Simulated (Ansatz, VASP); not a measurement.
# Ir in VASP and in Ansatz

File INCAR:

```
  ALGO = Normal
  EDIFF = 1E-6
  ENCUT = 560
  GGA = PS
  GGA_COMPAT = F
  ISIF = 2
  ISMEAR = 0
  LASPH = T
  LCHARG = T
  LELF = T
  LREAL = F
  LVHAR = T
  LWAVE = F
  NBANDS = 14
  NELM = 120
  PREC = Accurate
  SIGMA = 0.15
```

File KPOINTS:

```
k-points
0
Gamma
  24 24 24
```

File POSCAR:

```
Ir
1.0
    0.0000000000      1.8065068646      2.1678082376
    1.8065068646      0.0000000000      2.1678082376
    1.8065068646      1.8065068646      0.0000000000
Ir
1
Direct
    0.0000000000      0.0000000000      0.0000000000
```

Input for Ansatz:

```yaml
crystal:
  lattice:
    - [0.0, 1.8065068646, 2.1678082376]
    - [1.8065068646, 0.0, 2.1678082376]
    - [1.8065068646, 1.8065068646, 0.0]
  atoms:
    - { symbol: Ir, position: [0.0, 0.0, 0.0] }
basis:
  ecutwfc: 420
kpoints:
  mp_grid: { grid: [24, 24, 24] }
hamiltonian:
  xc: pbesol
scf:
  occupations: { method: gaussian, width: 0.15 }
output:
  forces: true
  stress: true
  eigenvalues: true
```

Alike in both runs: task single point; functional PBEsol; k mesh 24 × 24 × 24; occupations gaussian, width 0.15 eV; no spin polarisation.

|  | VASP | Ansatz |
| --- | --- | --- |
| version | VASP 6.6.1 | Ansatz 0.2.0 |
| potentials or method | VASP PAW PBE potentials, release 64 (Ir_sv_GW), cutoff 560 eV | scalar-relativistic, plane waves, PAW |
| valence electrons in the cell | 17 | 17 |

```tsv
	VASP	Ansatz	Ansatz less VASP
gap on the k mesh at the Fermi level (eV)	none	none	-
pressure (GPa)	4.4	6.3	+1.86
traceless stress, the component that is largest in VASP (GPa)	-41.73	-41.86	-0.125
```

VASP's potentials were made for PBE, not for PBEsol. A gap of «none» marks a metal or a gap that the smearing closes. The functional is the same, so the differences come from potentials, cutoffs and numerics.

Neither program's run includes spin-orbit coupling.
